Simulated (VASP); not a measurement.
Runs of VASP 6.6.1 on MgO. The structure is that of space group P6_3mc (No. 186), or close to it. The cells are those of the table. 

```tsv
cell	gap on the mesh (eV)	pressure (GPa)	largest force (eV/Å)
a = 3.337, b = 3.337, c = 5.027 Å, angles 90.0, 90.0, 120.0°, 4 atoms	3.20	-3.0	0.03
a = 3.278, b = 3.278, c = 4.938 Å, angles 90.0, 90.0, 120.0°, 4 atoms	3.49	3.6	0.02
a = 3.248, b = 3.248, c = 4.893 Å, angles 90.0, 90.0, 120.0°, 4 atoms	3.65	7.7	(c)
a = 3.308, b = 3.308, c = 4.983 Å, angles 90.0, 90.0, 120.0°, 4 atoms	3.34	(d)	0.01
a = 3.366, b = 3.366, c = 5.070 Å, angles 90.0, 90.0, 120.0°, 4 atoms	3.07	-5.7	(a)
a = 3.217, b = 3.217, c = 4.846 Å, angles 90.0, 90.0, 120.0°, 4 atoms	3.81	(b)	0.08
a = 3.394, b = 3.394, c = 5.112 Å, angles 90.0, 90.0, 120.0°, 4 atoms	2.94	-8.1	0.08
```

Alike in all rows: task single point; level PBEsol; potentials or basis VASP PAW PBE potentials, release 64 (Mg, O); no spin polarisation; k mesh 12 × 12 × 4; cutoff (eV) 520; smearing gaussian 0.01 eV.

Question: Estimate the missing entries.

Answer: (a) 0.06; (b) 12.3; (c) 0.05; (d) 0.1.

Caveats: the PAW data sets were made with another functional, which shifts forces and pressure a little.

A k mesh can miss the band edges.
